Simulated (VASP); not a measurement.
A run of VASP 6.6.1:

The input POSCAR:

```
GaN
1.0
    0.0000000000      2.1352350000      2.1352350000
    2.1352350000      0.0000000000      2.1352350000
    2.1352350000      2.1352350000      0.0000000000
Ga N
1 1
Direct
    0.0000000000      0.0000000000      0.0000000000
    0.5000000000      0.5000000000      0.5000000000
```

INCAR.step1

```
PREC = Accurate ; ENCUT = 520
EDIFF = 1E-5 ; ISMEAR = -1
SIGMA = 0.05 ; LREAL = F
LASPH = T ; NELM = 80
ALGO = Normal ; ISIF = 2
LWAVE = T ; LCHARG = F
NBANDS = 16 ; GGA = PE
```

Contents of INCAR.step2:

```
PREC = Accurate ; ENCUT = 520
EDIFF = 1E-6 ; ISMEAR = -1
SIGMA = 0.05 ; LREAL = F
LASPH = T ; NELM = 80
ALGO = Normal ; ISIF = 2
LWAVE = F ; LCHARG = F
METAGGA = R2SCAN ; LHFCALC = T
AEXX = 0.5 ; LMIXTAU = T
PRECFOCK = Normal ; NBANDS = 16
ISTART = 1
```

Contents of KPOINTS:

```
regular mesh
0
Gamma
  6 6 6
```

Potentials or basis: VASP PAW PBE potentials, release 64 (Ga_d, N).

Launch:

```console
$ cat potpaw_PBE.64/Ga_d/POTCAR potpaw_PBE.64/N/POTCAR > POTCAR
$ cp INCAR.step1 INCAR
$ mpirun -np 1 vasp_std > vasp.out
$ cp INCAR.step2 INCAR
$ mpirun -np 1 vasp_std > vasp.out
```

Hardware: 1 thread of Intel(R) Xeon(R) 6975P-C (Granite Rapids), on a shared host.

Problem. Estimate the wall time of this run.

Solution. Run time: 17 min on 1 thread of Intel(R) Xeon(R) 6975P-C (Granite Rapids), with other jobs on the host, peak memory 0.15 GiB. Counts: k points 16.
